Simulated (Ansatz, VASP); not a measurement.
## MgO in VASP and in Ansatz

Contents of INCAR:

```
PREC = Accurate
ENCUT = 520
EDIFF = 1E-7
ISMEAR = 0
SIGMA = 0.05
LREAL = False
LASPH = True
NELM = 80
ALGO = Normal
ISIF = 2
LWAVE = False
LCHARG = True
GGA = PE
LELF = True
LVHAR = True
NBANDS = 16
```

File KPOINTS:

```
regular mesh
0
Gamma
  9 9 6
```

File POSCAR:

```
MgO
1.0
    3.3152854007      0.0000000000      0.0000000000
   -1.6576427004      2.8711213778      0.0000000000
    0.0000000000      0.0000000000      5.1215474231
Mg O
2 2
Direct
    0.3043056167      0.6536752271      0.0063188067
    0.6956943833      0.3463247729      0.5063188067
    0.3601534188      0.6786700745      0.3982811933
    0.6398465812      0.3213299255      0.8982811933
```

Input for Ansatz:

```yaml
crystal:
  lattice:
    - [3.3152854007, 0.0, 0.0]
    - [-1.6576427004, 2.8711213778, 0.0]
    - [0.0, 0.0, 5.1215474231]
  atoms:
    - { symbol: Mg, position: [0.3043056167, 0.6536752271, 0.0063188067] }
    - { symbol: Mg, position: [0.6956943833, 0.3463247729, 0.5063188067] }
    - { symbol: O, position: [0.3601534188, 0.6786700745, 0.3982811933] }
    - { symbol: O, position: [0.6398465812, 0.3213299255, 0.8982811933] }
basis:
  ecutwfc: 520.0
kpoints:
  mp_grid: { grid: [9, 9, 6] }
hamiltonian:
  xc: pbe
  pseudopotentials: { kind: paw, azcp: { folder: soft_1 } }
scf:
  occupations: { method: gaussian, width: 0.05 }
output:
  forces: true
  stress: true
  eigenvalues: true
```

Change from the starting cell: mode 4 frozen in at -0.075 Å and mode 5 at -0.037 Å (largest displacements).

Alike in both runs: task single point; functional PBE; k mesh 9 × 9 × 6; occupations gaussian, width 0.05 eV; no spin polarisation.

```csv
,VASP,Ansatz
version,VASP 6.6.1,Ansatz 0.2.0
potentials or method,"VASP PAW PBE potentials, release 64 (Mg, O), cutoff 520 eV","scalar-relativistic, plane waves, PAW"
valence electrons in the cell,16,32
```

Ansatz gave:

| Quantity | Value |
| --- | --- |
| gap on the k mesh at the Fermi level (eV) | 3.37 |
| least direct gap on the mesh (eV) | 3.37 |
| pressure (GPa) | -0.1 |
| traceless stress, the component that is largest in VASP (GPa) | -0.19 |
| rms of the force components (eV/Å) | 0.129 |

Q: Which values does VASP return?

A: gap on the k mesh at the Fermi level (eV): 3.35; least direct gap on the mesh (eV): 3.35; pressure (GPa): -0.6; traceless stress, the component that is largest in VASP (GPa): -0.21; rms of the force components (eV/Å): 0.131.

Atom by atom the forces differ by 0.002 eV/Å (rms over components). The functional is the same, so the differences come from potentials, cutoffs and numerics. VASP's potentials hold 16 valence electrons a cell and Ansatz's 32, so a difference there can come from the potentials and not from the codes.
